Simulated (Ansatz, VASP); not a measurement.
## WS in VASP and in Ansatz

```xyz
2
Lattice="3.0079 0.0000 0.0000 0.0000 3.0079 0.0000 0.0000 0.0000 3.0079" Properties=species:S:1:pos:R:3 pbc="T T T"
W     1.5039    1.5039    1.5039
S     0.0000    0.0000    0.0000
```

Alike in both runs: task single point; functional PBE-based screened hybrid with a share of 0.1 of exact exchange and HFSCREEN = 0.2078699; k mesh 5 × 5 × 5; occupations fermi-dirac, width 0.05 eV; no spin polarisation.

|  | VASP | Ansatz |
| --- | --- | --- |
| version | VASP 6.6.1 | Ansatz 0.2.0 |
| potentials or method | VASP PAW PBE potentials, release 64 (W_sv, S) | Ansatz PAW |
| plane-wave cutoff (eV) | 520 | 420 |
| valence electrons in the cell | 20 | 20 |

|  | VASP | Ansatz | Ansatz less VASP |
| --- | --- | --- | --- |
| gap on the k mesh at the Fermi level (eV) | none | none | - |
| pressure (GPa) | -3.1 | -3.1 | -0.04 |

VASP's potentials were made for PBE, not for PBE-based screened hybrid. A gap of «none» marks a metal or a gap that the smearing closes. With one functional, cell and mesh, what is left measures potentials, basis and numerics.

The k mesh is coarse, so the values compare programs but aren't converged. Spin-orbit coupling is off throughout.
